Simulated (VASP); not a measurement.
# CdS (NiAs type) (P6_3/mmc) in VASP: notebook

CdS (NiAs type) is run at these levels: PBE; tasks: single point.

Everything below comes from runs of VASP 6.6.1. Logs are shortened: lines on timing, memory, paths and dates and some standing lists are left out, and cuts for length are marked.

## Step 1: The cell of the first run

Symmetry: P6_3/mmc, No. 194, hexagonal system. The conventional cell has a = 3.877 Å, b = 3.877 Å, c = 6.478 Å, α = 90.00°, β = 90.00°, γ = 120.00°. Within 3.6 Å of Cd (site symmetry -3m) lie 6 S at 2.76 Å and 2 Cd at 3.24 Å. Within 3.6 Å of S (site symmetry -6m2) lie 6 Cd at 2.76 Å.

## Step 2: Single point, PBE

Contents of INCAR:

```
SYSTEM = CdS
PREC     = Accurate       ! precision mode
ENCUT    = 520            ! plane-wave cutoff, eV
EDIFF    = 1E-6           ! SCF threshold, eV
ISMEAR   = -1             ! smearing method
SIGMA    = 0.1            ! smearing width, eV
LREAL    = .False.        ! projectors in reciprocal space
LASPH    = .True.         ! aspherical terms in the spheres
NELM     = 100            ! most SCF steps
ALGO     = Normal         ! electronic algorithm
ISIF     = 2              ! what is computed and relaxed
LWAVE    = .False.        ! write WAVECAR
LCHARG   = .False.        ! write CHGCAR
GGA      = PE             ! functional
NBANDS   = 26             ! bands
```

Contents of KPOINTS:

```
Automatic mesh
0
Gamma
  9 9 5
  0 0 0
```

Contents of POSCAR:

```
CdS
1.0
    3.8773542427      0.0000000000      0.0000000000
   -1.9386771214      3.3578872737      0.0000000000
    0.0000000000      0.0000000000      6.4779665374
Cd S
2 2
Direct
    0.0000000000      0.0000000000      0.0000000000
    0.0000000000      0.0000000000      0.5000000000
    0.3333333333      0.6666666667      0.2500000000
    0.6666666667      0.3333333333      0.7500000000
```

Potentials or basis: VASP PAW PBE potentials, release 64 (Cd, S).

Run with:

```
cat potpaw_PBE.64/Cd/POTCAR potpaw_PBE.64/S/POTCAR > POTCAR
mpirun -np 1 vasp_std > vasp.out
```

OUTCAR:

```text
SYSTEM = CdS
   PREC = Accurate
   ENCUT = 520
   EDIFF = 1E-6
   ISMEAR = -1
   LREAL = .False.
   LASPH = .True.
   NELM = 100
   ISIF = 2
   GGA = PE

 ion  position               nearest neighbor table
   1  0.000  0.000  0.000-   3 2.76   4 2.76   4 2.76   3 2.76   4 2.76   3 2.76   2 3.24   2 3.24

   2  0.000  0.000  0.500-   3 2.76   4 2.76   4 2.76   3 2.76   4 2.76   3 2.76   1 3.24   1 3.24

   3  0.333  0.667  0.250-   1 2.76   2 2.76   1 2.76   2 2.76   1 2.76   2 2.76
   4  0.667  0.333  0.750-   1 2.76   2 2.76   1 2.76   2 2.76   1 2.76   2 2.76

  LATTYP: Found a hexagonal cell.
 ALAT       =     3.8773542427
 C/A-ratio  =     1.6707182609

  Lattice vectors:

 A1 = (   3.8773542427,   0.0000000000,   0.0000000000)
 A2 = (  -1.9386771214,   3.3578872737,   0.0000000000)
 A3 = (   0.0000000000,   0.0000000000,   6.4779665374)

Analysis of symmetry for initial positions (statically):
=====================================================================
 Subroutine PRICEL returns:
 Original cell was already a primitive cell.

 Routine SETGRP: Setting up the symmetry group for a
 hexagonal supercell.

 Subroutine GETGRP returns: Found 24 space group operations
 (whereof 12 operations were pure point group operations)
 out of a pool of 24 trial point group operations.

The static configuration has the point symmetry D_3d.
 The point group associated with its full space group is D_6h.

Analysis of symmetry for dynamics (positions and initial velocities):
=====================================================================
 Subroutine PRICEL returns:
 Original cell was already a primitive cell.

 Routine SETGRP: Setting up the symmetry group for a
 hexagonal supercell.

 Subroutine GETGRP returns: Found 24 space group operations
 (whereof 12 operations were pure point group operations)
 out of a pool of 24 trial point group operations.

The dynamic configuration has the point symmetry D_3d.
 The point group associated with its full space group is D_6h.

 Subroutine INISYM returns: Found 24 space group operations
 (whereof 12 operations are pure point group operations),
 and found     1 'primitive' translations

----------------------------------------------------------------------------------------

                                     Primitive cell

  volume of cell :      84.3413

  direct lattice vectors                    reciprocal lattice vectors
     3.877354243  0.000000000  0.000000000     0.257907825  0.148903152  0.000000000
    -1.938677121  3.357887274  0.000000000     0.000000000  0.297806305  0.000000000
     0.000000000  0.000000000  6.477966537     0.000000000  0.000000000  0.154369430

  length of vectors
     3.877354243  3.877354243  6.477966537     0.297806305  0.297806305  0.154369430

  position of ions in fractional coordinates (direct lattice)
     0.000000000  0.000000000  0.000000000
     0.000000000  0.000000000  0.500000000
     0.333333333  0.666666667  0.250000000
     0.666666667  0.333333333  0.750000000

  ion indices of the primitive-cell ions
   primitive index   ion index
                 1           1
                 2           2
                 3           3
                 4           4

----------------------------------------------------------------------------------------

 KPOINTS: Automatic mesh

Automatic generation of k-mesh.
 Grid dimensions read from file:
 generate k-points for:    9    9    5

 Generating k-lattice:

  Cartesian coordinates                     Fractional coordinates (reciprocal lattice)
     0.028656425  0.016544795  0.000000000     0.111111111  0.000000000  0.000000000
     0.000000000  0.033089589  0.000000000     0.000000000  0.111111111  0.000000000
     0.000000000  0.000000000  0.030873886     0.000000000  0.000000000  0.200000000

  Length of vectors
     0.033089589  0.033089589  0.030873886

  Shift w.r.t. Gamma in fractional coordinates (k-lattice)
     0.000000000  0.000000000  0.000000000

 Subroutine IBZKPT returns following result:
 ===========================================

 Found     36 irreducible k-points:

 Following reciprocal coordinates:
            Coordinates               Weight
  0.000000  0.000000  0.000000      1.000000
  0.111111 -0.000000  0.000000      6.000000
  0.222222  0.000000  0.000000      6.000000
  0.333333  0.000000  0.000000      6.000000
  0.444444  0.000000  0.000000      6.000000
  0.111111  0.111111  0.000000      6.000000
[... 16 lines left out ...]
  0.333333  0.222222  0.200000     24.000000
  0.333333  0.333333  0.200000      4.000000
 [... further k-points ...]
   k-points           NKPTS =     36   k-points in BZ     NKDIM =     36   number of bands    NBANDS=     26
   number of dos      NEDOS =    301   number of ions     NIONS =      4
   total plane-waves  NPLWV =  43200
   dimension x,y,z NGX =    30 NGY =   30 NGZ =   48
   dimension x,y,z NGXF=    60 NGYF=   60 NGZF=   96
   ions per type =               2   2
   NGX,Y,Z   is equivalent  to a cutoff of  12.86, 12.86, 12.32 a.u.
   NGXF,Y,Z  is equivalent  to a cutoff of  25.73, 25.73, 24.64 a.u.
 SYSTEM =  CdS
   PREC   = accura    normal or accurate (medium, high low for compatibility)
   ISTART =      0    job   : 0-new  1-cont  2-samecut
   ICHARG =      2    charge: 1-file 2-atom 10-const
   ISPIN  =      1    spin polarized calculation?
   LNONCOLLINEAR =      F non collinear calculations
   LSORBIT =      F    spin-orbit coupling
   LASPH  =      T    aspherical Exc in radial PAW
   ENCUT  =  520.0 eV  38.22 Ry    6.18 a.u.   7.21  7.21 12.04*2*pi/ulx,y,z
   NELM   =    100;   NELMIN=  2; NELMDL= -5     # of ELM steps
   EDIFF  = 0.1E-05   stopping-criterion for ELM
   LREAL  =      F    real-space projection
   EDIFFG = 0.1E-04   stopping-criterion for IOM
   NSW    =      0    number of steps for IOM
   IBRION =     -1    ionic relax: 0-MD 1-quasi-New 2-CG
   NFREE  =      0    steps in history (QN), initial steepest desc. (CG)
   ISIF   =      2    stress and relaxation
   ISYM   =      2    0-nonsym 1-usesym 2-fastsym
   POTIM  = 0.5000    time-step for ionic-motion
   TEBEG  =    0.0;   TEEND  =   0.0 temperature during run
   PSTRESS=    0.0 pullay stress
   NELECT =      36.0000    total number of electrons
   NUPDOWN=      -1.0000    fix difference up-down
   EMIN   =  10.00;   EMAX   =-10.00  energy-range for DOS
   EFERMI =   0.00;   METHOD = LEGACY
   ISMEAR =    -1;   SIGMA  =   0.10  broadening in eV -4-tet -1-fermi 0-gaus
   EFERMI_NEDOS =   21; number of points for ismear=-14 and -15
   IALGO  =     38    algorithm
   IMIX   =      4    mixing-type and parameters
     AMIX     =   0.40;   BMIX     =  1.00
     AMIX_MAG =   1.60;   BMIX_MAG =  1.00
  volume/ion in A,a.u.               =      21.09       142.29
  Fermi-wavevector in a.u.,A,eV,Ry     =   1.232619  2.329312 20.672010  1.519350
  Thomas-Fermi vector in A             =   2.367382
   LORBIT       =      0    0 simple, 1 ext, 2 COOP (PROOUT), +10 PAW based schemes
   GGA     = PE    functional components
   LHFCALC =     F    Hartree Fock is set to
   AEXX    =    0.0000 exact exchange contribution
   IVDW    =     0    specifies the selected vdW correction
   LEPSILON=     F    determine dielectric tensor
   LRPA    =     F    only Hartree local field effects (RPA)
 non-spin polarized calculation
  energy-cutoff  :      520.00
  volume of cell :       84.34
 maximum number of plane-waves:      2287
 NGX is ok and might be reduce to    30
   NGX = 15   NGY = 15   NGZ = 25

 number of electron      35.9999991 magnetization

 Free energy of the ion-electron system (eV)
  ---------------------------------------------------
  ext. energy  EPLUGINS =         0.00000000
  ---------------------------------------------------
  free energy    TOTEN  =       -11.59082880 eV

  energy without entropy =      -11.58935634  energy(sigma->0) =      -11.59009257

 E-fermi :   3.1261     XC(G=0): -10.2271

 val. band max:        2.6545733671   @ k =   0.0000   0.0000   0.0000
 cond. band min:       3.1954302833   @ k =   0.0000   0.0000   0.0000
 fundamental gap:      0.5408569162
 Fermi energy:         3.1261301122

 k-point     1 :       0.0000    0.0000    0.0000
  band No.  band energies     occupation
      1     -10.0000      2.00000
      2      -8.9773      2.00000
      3      -5.3650      2.00000
      4      -5.3026      2.00000
      5      -5.3026      2.00000
      6      -4.9907      2.00000
[... 18 lines left out ...]
     25      11.6728      0.00000
     26      11.6728      0.00000

 k-point     2 :       0.1111   -0.0000    0.0000
  band No.  band energies     occupation
      1      -9.9088      2.00000
      2      -8.9855      2.00000
      3      -5.3594      2.00000
      4      -5.2959      2.00000
      5      -5.2054      2.00000
      6      -5.0069      2.00000
[... 18 lines left out ...]
     25      11.3069      0.00000
     26      11.3358      0.00000

 k-point     3 :       0.2222    0.0000    0.0000
  band No.  band energies     occupation
      1      -9.6607      2.00000
      2      -9.0028      2.00000
      3      -5.3518      2.00000
      4      -5.2935      2.00000
      5      -5.0876      2.00000
      6      -5.0579      2.00000
[... 18 lines left out ...]
     25      10.5870      0.00000
     26      10.8183      0.00000

 k-point     4 :       0.3333    0.0000    0.0000
  band No.  band energies     occupation
      1      -9.3503      2.00000
      2      -9.0038      2.00000
      3      -5.3629      2.00000
      4      -5.3093      2.00000
      5      -5.1807      2.00000
      6      -5.1295      2.00000
[... 18 lines left out ...]
     25      10.4080      0.00000
     26      12.1924      0.00000
[... 496 lines left out ...]
      1      -9.1735      2.00000
      2      -9.0319      2.00000
      3      -5.3281      2.00000
      4      -5.2161      2.00000
      5      -5.0949      2.00000
      6      -5.0927      2.00000
[... 18 lines left out ...]
     25      10.3495      0.00000
     26      11.9954      0.00000

 k-point    23 :       0.3333    0.2222    0.2000
  band No.  band energies     occupation
      1      -9.0443      2.00000
      2      -8.9791      2.00000
      3      -5.3158      2.00000
      4      -5.2332      2.00000
      5      -5.1276      2.00000
      6      -5.0533      2.00000
[... 18 lines left out ...]
     25      10.8313      0.00000
     26      11.7840      0.00000

 k-point    24 :       0.3333    0.3333    0.2000
  band No.  band energies     occupation
      1      -8.9813      2.00000
      2      -8.9813      2.00000
      3      -5.3020      2.00000
      4      -5.1763      2.00000
      5      -5.1763      2.00000
      6      -5.0115      2.00000
[... 18 lines left out ...]
     25      10.7415      0.00000
     26      11.6713      0.00000

 [... further k-points ...]

------------------------ aborting loop because EDIFF is reached ----------------------------------------

  FORCE on cell =-STRESS in cart. coord.  units (eV):
  Direction    XX          YY          ZZ          XY          YZ          ZX
  --------------------------------------------------------------------------------------
  -------------------------------------------------------------------------------------
  Total        0.2029415      0.2029415      0.2110829     -0.0000000      0.0000000     -0.0000000
  in kB        3.8551495      3.8551495      4.0098066     -0.0000000      0.0000000     -0.0000000
  external PRESSURE =       3.9067019 kB  Pullay stress =       0.0000000 kB

 VOLUME and BASIS-vectors are now :
 -----------------------------------------------------------------------------
  energy-cutoff  :      520.00
  volume of cell :       84.34
      direct lattice vectors                 reciprocal lattice vectors
     3.877354243  0.000000000  0.000000000     0.257907825  0.148903152  0.000000000
    -1.938677121  3.357887274  0.000000000     0.000000000  0.297806305  0.000000000
     0.000000000  0.000000000  6.477966537     0.000000000  0.000000000  0.154369430

 POSITION                                       TOTAL-FORCE (eV/Angst)
 -----------------------------------------------------------------------------------
      0.00000      0.00000      0.00000         0.000000      0.000000      0.000000
      0.00000      0.00000      3.23898         0.000000      0.000000      0.000000
     -0.00000      2.23859      1.61949         0.000000      0.000000      0.000000
      1.93868      1.11930      4.85847        -0.000000      0.000000     -0.000000
 -----------------------------------------------------------------------------------
    total drift:                               -0.000000      0.000000     -0.000000

  FREE ENERGIE OF THE ION-ELECTRON SYSTEM (eV)
  ---------------------------------------------------
  free  energy   TOTEN  =       -11.5908288019 eV

  energy  without entropy=      -11.5893563406  energy(sigma->0) =      -11.59009257
```

Wall time 54 s (1 thread of AMD EPYC 7R43 (Zen 3), shared host); peak memory 0.2 GiB.

What came out:

```yaml
Free_energy: -11.5908 eV
Pressure: 0.4 GPa
Band_gap_on_the_k_mesh: 0.54 eV, direct
```

Levels at points of the mesh, in eV from the valence-band top:
```csv
k point,band 16,band 17,band 18,band 19,band 20,band 21
"(0.00, 0.00, 0.00)",-0.72,0.00,0.00,0.54,3.43,6.74
```

## Step 3: Single point, PBE

Contents of INCAR:

```
PREC     = Accurate       # precision mode
ENCUT    = 520            # plane-wave cutoff, eV
EDIFF    = 1E-6           # SCF threshold, eV
ISMEAR   = -1             # smearing method
SIGMA    = 0.1            # smearing width, eV
LREAL    = False          # projectors in reciprocal space
LASPH    = True           # aspherical terms in the spheres
NELM     = 80             # most SCF steps
ALGO     = Normal         # electronic algorithm
ISIF     = 2              # what is computed and relaxed
LWAVE    = False          # write WAVECAR
LCHARG   = False          # write CHGCAR
GGA      = PE             # functional
NBANDS   = 26             # bands
```

Contents of KPOINTS:

```
Automatic mesh
0
Gamma
  9 9 5
```

POSCAR is that of step 2.

Potentials or basis: VASP PAW PBE potentials, release 64 (Cd, S).

Run with:

```
cat potpaw_PBE.64/Cd/POTCAR potpaw_PBE.64/S/POTCAR > POTCAR
mpirun -np 1 vasp_std > vasp.out
```

It took 62 s on 1 thread of AMD EPYC 7R43 (Zen 3), shared host; peak memory 0.19 GiB.

It converged, with:

```
Free energy            : -11.5908 eV
Pressure               : 0.4 GPa
Band gap on the k mesh : 0.54 eV, direct
```

Levels at points of the mesh, in eV from the valence-band top:
```
           k point  band 15  band 16  band 17  band 18  band 19  band 20  band 21  band 22
(0.00, 0.00, 0.00)    -0.72    -0.72     0.00     0.00     0.54     3.43     6.74     6.74
```
